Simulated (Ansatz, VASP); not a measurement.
## One calculation of Ag, two programs

```xyz
1
Lattice="0.0000 2.0125 1.9818 2.0125 0.0000 1.9818 2.0125 2.0125 0.0000" Properties=species:S:1:pos:R:3 pbc="T T T"
Ag    0.0000    0.0000    0.0000
```

Change from the starting cell: strain -0.015 along x and y, -0.030 along z, atoms carried along.

Alike in both runs: task single point; functional PBEsol; k mesh 20 × 20 × 20; occupations gaussian, width 0.15 eV; no spin polarisation.

```csv
,VASP,Ansatz
version,VASP 6.6.1,Ansatz 0.2.0
potentials or method,"VASP PAW PBE potentials, release 64 (Ag), cutoff 520 eV","scalar-relativistic, plane waves, PAW"
valence electrons in the cell,11,19
```

```csv
,VASP,Ansatz,Ansatz less VASP
gap on the k mesh at the Fermi level (eV),none,none,-
pressure (GPa),4.7,4.9,+0.26
"traceless stress, the component that is largest in VASP (GPa)",0.46,0.47,+0.004
```

VASP's potentials were made for PBE, not for PBEsol. A gap of «none» marks a metal or a gap that the smearing closes. VASP's potentials hold 11 valence electrons a cell and Ansatz's 19, so a difference there can come from the potentials and not from the codes.
